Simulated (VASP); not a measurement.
# Tc (P6_3/mmc) in VASP: notebook, part 2 of 2

VASP 6.6.1. Earlier steps stand in the parts before.

## 3. Single point, LDA (14.01 Å³/atom)

This run uses another cell than the first one, of 14.01 Å³/atom.

INCAR

```
  PREC = Accurate
  ENCUT = 520
  EDIFF = 1E-6
  ISMEAR = -1
  SIGMA = 0.05
  LREAL = False
  LASPH = True
  NELM = 80
  ALGO = Normal
  ISIF = 2
  LWAVE = False
  LCHARG = True
  LELF = True
  LVHAR = True
  NBANDS = 20
```

KPOINTS

```
regular mesh
0
Gamma
  11 11 6
```

POSCAR

```
Tc
1.0
    2.7216101842      0.0000000000      0.0000000000
   -1.3608050921      2.3569835587      0.0000000000
    0.0000000000      0.0000000000      4.3684823321
Tc
2
Direct
    0.6666666667      0.3333333333      0.7500000000
    0.3333333333      0.6666666667      0.2500000000
```

Potentials or basis: VASP PAW LDA potentials, release 64 (Tc_pv).

Started as:

```sh
$ cat potpaw_LDA.64/Tc_pv/POTCAR > POTCAR
$ mpirun -np 1 vasp_std > vasp.out
```

OUTCAR:

```text
PREC = Accurate
   ENCUT = 520
   EDIFF = 1E-6
   ISMEAR = -1
   LREAL = False
   LASPH = True
   NELM = 80
   ISIF = 2

 ion  position               nearest neighbor table
   1  0.667  0.333  0.750-   2 2.69   2 2.69   2 2.69   2 2.69   2 2.69   2 2.69
   2  0.333  0.667  0.250-   1 2.69   1 2.69   1 2.69   1 2.69   1 2.69   1 2.69

  LATTYP: Found a hexagonal cell.
 ALAT       =     2.7216101842
 C/A-ratio  =     1.6051094890

  Lattice vectors:

[... 739 lines left out ...]

------------------------ aborting loop because EDIFF is reached ----------------------------------------

  FORCE on cell =-STRESS in cart. coord.  units (eV):
  Direction    XX          YY          ZZ          XY          YZ          ZX
  --------------------------------------------------------------------------------------
  -------------------------------------------------------------------------------------
  Total       -0.9654781     -0.9654781     -1.0793253      0.0000000      0.0000000      0.0000000
  in kB      -55.2001116    -55.2001116    -61.7091966      0.0000000      0.0000000      0.0000000
  external PRESSURE =     -57.3698066 kB  Pullay stress =       0.0000000 kB

 VOLUME and BASIS-vectors are now :
 -----------------------------------------------------------------------------
  energy-cutoff  :      520.00
  volume of cell :       28.02
      direct lattice vectors                 reciprocal lattice vectors
     2.721610184  0.000000000  0.000000000     0.367429548  0.212135548  0.000000000
    -1.360805092  2.356983559  0.000000000     0.000000000  0.424271097  0.000000000
     0.000000000  0.000000000  4.368482332     0.000000000  0.000000000  0.228912452

 POSITION                                       TOTAL-FORCE (eV/Angst)
 -----------------------------------------------------------------------------------
      1.36081      0.78566      3.27636         0.000000     -0.000000      0.000000
     -0.00000      1.57132      1.09212        -0.000000      0.000000      0.000000
 -----------------------------------------------------------------------------------
    total drift:                               -0.000000      0.000000     -0.000000

  FREE ENERGIE OF THE ION-ELECTRON SYSTEM (eV)
  ---------------------------------------------------
  free  energy   TOTEN  =       -23.4715735354 eV

  energy  without entropy=      -23.4546496300  energy(sigma->0) =      -23.46311158
```

OSZICAR:

```text
N       E                     dE             d eps       ncg     rms          rms(c)
DAV:   1     0.309801803276E+03    0.30980E+03   -0.16545E+04  2576   0.137E+03
DAV:   2    -0.171992381030E+02   -0.32700E+03   -0.31965E+03  2716   0.412E+02
DAV:   3    -0.249872947758E+02   -0.77881E+01   -0.77324E+01  2920   0.744E+01
DAV:   4    -0.250350613567E+02   -0.47767E-01   -0.47758E-01  2812   0.639E+00
DAV:   5    -0.250355174230E+02   -0.45607E-03   -0.45606E-03  2916   0.608E-01    0.212E+01
DAV:   6    -0.236495702419E+02    0.13859E+01   -0.25889E+00  2820   0.152E+01    0.657E+00
DAV:   7    -0.234847854876E+02    0.16478E+00   -0.39742E-01  2900   0.551E+00    0.922E-01
DAV:   8    -0.234714989556E+02    0.13287E-01   -0.11326E-02  2664   0.108E+00    0.118E-01
DAV:   9    -0.234715602520E+02   -0.61296E-04   -0.13923E-04  2940   0.994E-02    0.339E-02
DAV:  10    -0.234715735556E+02   -0.13304E-04   -0.14029E-05  2824   0.288E-02    0.708E-03
DAV:  11    -0.234715735354E+02    0.20235E-07   -0.41676E-07  1732   0.594E-03
   1 F= -.23471574E+02 E0= -.23463112E+02  d E =-.169239E-01
```

stdout:

```text
POSCAR found type information on POSCAR Tc
 POSCAR found :  1 types and       2 ions
 scaLAPACK will be used
 LDA part: xc-table for (Slater(with rela. corr.)+CA(PZ))
 , standard interpolation
 POSCAR, INCAR and KPOINTS ok, starting setup
 FFT: planning ... GRIDC
 FFT: planning ... GRID_SOFT
 FFT: planning ... GRID
 WAVECAR not read
 entering main loop
```

Wall time 30 s (1 thread of Intel Xeon Platinum 8259CL at 2.50GHz (Skylake/Cascade Lake), shared host); peak memory 0.14 GiB.

Results:

```yaml
Free_energy: -23.4716 eV
Pressure: -5.7 GPa
Band_gap_on_the_k_mesh: zero (bands 13 and 14 overlap by 3.22 eV)
```

Stress tensor (GPa, compression positive):
```
-5.52  0.00  0.00
 0.00 -5.52  0.00
 0.00  0.00 -6.17
```

Levels at points of the mesh, in eV from the Fermi level:
```
           k point  band 9  band 10  band 11  band 12  band 13  band 14  band 15  band 16  band 17  band 18
(0.00, 0.00, 0.00)   -1.61    -1.61    -1.54    -0.86    -0.86    -0.12    -0.12     1.77     2.63     2.63
(0.00, 0.00, 0.50)   -1.91    -1.91    -1.74    -1.74    -1.74    -1.74     1.94     1.94     1.94     1.94
```

Caveat: the cell stands under tension.

## 4. Single point, LDA (14.30 Å³/atom)

This run uses another cell than the first one, of 14.30 Å³/atom.

INCAR

```
SYSTEM = Tc
PREC = Accurate ; ENCUT = 520
EDIFF = 1E-6 ; ISMEAR = -1
SIGMA = 0.05 ; LREAL = .FALSE.
LASPH = .TRUE. ; NELM = 100
ALGO = Normal ; ISIF = 2
LWAVE = .FALSE. ; LCHARG = .FALSE.
GGA = CA ; NBANDS = 20
```

KPOINTS

```
Automatic mesh
0
G
  11 11 6
  0 0 0
```

POSCAR

```
Tc
1.0
    2.7400000000      0.0000000000      0.0000000000
   -1.3700000000      2.3729096064      0.0000000000
    0.0000000000      0.0000000000      4.3980000000
Tc
2
Direct
    0.6666666667      0.3333333333      0.7500000000
    0.3333333333      0.6666666667      0.2500000000
```

Started as:

```sh
$ cat potpaw_LDA.64/Tc_pv/POTCAR > POTCAR
$ mpirun -np 1 vasp_std > vasp.out
```

Wall time 36 s (1 thread of Intel Xeon Platinum 8259CL at 2.50GHz (Skylake/Cascade Lake), shared host); peak memory 0.14 GiB.

The run converged. Its results:

- Free energy: -23.4407 eV
- Pressure: -11.9 GPa
- Band gap on the k mesh: zero (bands 13 and 14 overlap by 3.13 eV)

Stress tensor (GPa, compression positive):
```
-11.64   0.00   0.00
  0.00 -11.64   0.00
  0.00   0.00 -12.29
```

Levels at points of the mesh, in eV from the Fermi level:
```
           k point  band 9  band 10  band 11  band 12  band 13  band 14  band 15  band 16  band 17  band 18
(0.00, 0.00, 0.00)   -1.55    -1.55    -1.49    -0.83    -0.83    -0.11    -0.11     1.71     2.56     2.56
(0.00, 0.00, 0.50)   -1.88    -1.88    -1.68    -1.68    -1.68    -1.68     1.88     1.88     1.88     1.88
```

Caveat: the cell stands under tension.

## 5. Single point, LDA (14.58 Å³/atom)

This run uses another cell than the first one, of 14.58 Å³/atom.

INCAR

```
SYSTEM = Tc
ALGO = Normal ; EDIFF = 1E-6
ENCUT = 520 ; GGA = CA
ISIF = 2 ; ISMEAR = -1
LASPH = .True. ; LCHARG = .False.
LREAL = .False. ; LWAVE = .False.
NBANDS = 20 ; NELM = 80
PREC = Accurate ; SIGMA = 0.05
```

KPOINTS

```
k-points
0
Gamma
  11 11 6
  0 0 0
```

POSCAR

```
Tc
1.0
    2.7581462242      0.0000000000      0.0000000000
   -1.3790731121      2.3886246975      0.0000000000
    0.0000000000      0.0000000000      4.4271266766
Tc
2
Direct
    0.6666666667      0.3333333333      0.7500000000
    0.3333333333      0.6666666667      0.2500000000
```

Started as:

```sh
$ cat potpaw_LDA.64/Tc_pv/POTCAR > POTCAR
$ mpirun -np 1 vasp_std > vasp.out
```

It took 32 s on 1 thread of Intel Xeon Platinum 8259CL at 2.50GHz (Skylake/Cascade Lake), shared host; peak memory 0.15 GiB.

It converged, with:

* Free energy: -23.3893 eV
* Pressure: -17.3 GPa
* Band gap on the k mesh: zero (bands 13 and 14 overlap by 3.04 eV)

Stress tensor (GPa, compression positive):
```
-17.09   0.00   0.00
  0.00 -17.09   0.00
  0.00   0.00 -17.76
```

Levels at points of the mesh, in eV from the Fermi level:
| k point | band 10 | band 11 | band 12 | band 13 | band 14 | band 15 | band 16 | band 17 |
| --- | --- | --- | --- | --- | --- | --- | --- | --- |
| (0.00, 0.00, 0.00) | -1.50 | -1.44 | -0.81 | -0.81 | -0.11 | -0.11 | 1.66 | 2.49 |
| (0.00, 0.00, 0.50) | -1.84 | -1.63 | -1.63 | -1.63 | -1.63 | 1.83 | 1.83 | 1.83 |

Caveat: the cell stands under tension.

## 6. Single point, LDA (14.87 Å³/atom)

This run uses another cell than the first one, of 14.87 Å³/atom.

INCAR

```
PREC     = Accurate       # precision mode
ENCUT    = 520            # plane-wave cutoff, eV
EDIFF    = 1E-6           # SCF threshold, eV
ISMEAR   = -1             # smearing method
SIGMA    = 0.05           # smearing width, eV
LREAL    = False          # projectors in reciprocal space
LASPH    = True           # aspherical terms in the spheres
NELM     = 60             # most SCF steps
ALGO     = Normal         # electronic algorithm
ISIF     = 2              # what is computed and relaxed
LWAVE    = False          # write WAVECAR
LCHARG   = False          # write CHGCAR
GGA      = CA             # functional
NBANDS   = 20             # bands
```

KPOINTS

```
regular mesh
0
Gamma
  11 11 6
```

POSCAR

```
Tc
1.0
    2.7760567665      0.0000000000      0.0000000000
   -1.3880283832      2.4041356821      0.0000000000
    0.0000000000      0.0000000000      4.4558750580
Tc
2
Direct
    0.6666666667      0.3333333333      0.7500000000
    0.3333333333      0.6666666667      0.2500000000
```

Potentials or basis: VASP PAW LDA potentials, release 64 (Tc_pv).

Started as:

```sh
$ cat potpaw_LDA.64/Tc_pv/POTCAR > POTCAR
$ mpirun -np 1 vasp_std > vasp.out
```

Wall time 34 s (1 thread of Intel Xeon Platinum 8259CL at 2.50GHz (Skylake/Cascade Lake), shared host); peak memory 0.15 GiB.

The run converged. Its results:

```
Free energy            : -23.3194 eV
Pressure               : -22.2 GPa
Band gap on the k mesh : zero (bands 13 and 14 overlap by 2.95 eV)
```

Stress tensor (GPa, compression positive):
```
-21.94   0.00   0.00
  0.00 -21.94   0.00
  0.00   0.00 -22.66
```

Levels at points of the mesh, in eV from the Fermi level:
| k point | band 9 | band 10 | band 11 | band 12 | band 13 | band 14 | band 15 | band 16 | band 17 | band 18 |
| --- | --- | --- | --- | --- | --- | --- | --- | --- | --- | --- |
| (0.00, 0.00, 0.00) | -1.46 | -1.46 | -1.40 | -0.78 | -0.78 | -0.10 | -0.10 | 1.61 | 2.43 | 2.43 |
| (0.00, 0.00, 0.50) | -1.80 | -1.80 | -1.58 | -1.58 | -1.58 | -1.58 | 1.78 | 1.78 | 1.78 | 1.78 |

Caveat: the cell stands under tension.

## 7. Overview

```tsv
cell	gap on the mesh (eV)	pressure (GPa)
a = 2.684, b = 2.684, c = 4.308 Å, angles 90.0, 90.0, 120.0°, 2 atoms	none	8.8
a = 2.722, b = 2.722, c = 4.368 Å, angles 90.0, 90.0, 120.0°, 2 atoms	none	-5.7
a = 2.740, b = 2.740, c = 4.398 Å, angles 90.0, 90.0, 120.0°, 2 atoms	none	-11.9
a = 2.758, b = 2.758, c = 4.427 Å, angles 90.0, 90.0, 120.0°, 2 atoms	none	-17.3
a = 2.776, b = 2.776, c = 4.456 Å, angles 90.0, 90.0, 120.0°, 2 atoms	none	-22.2
```

Alike in all rows: task single point; level LDA; potentials or basis VASP PAW LDA potentials, release 64 (Tc_pv); no spin polarisation; k mesh 11 × 11 × 6; cutoff (eV) 520; smearing fermi-dirac 0.05 eV.

Caveats: the cell stands under tension (at least some runs); the cell stands under pressure (at least some runs).

Total energies depend on the potentials used, so only differences within one code and one set of settings carry meaning.
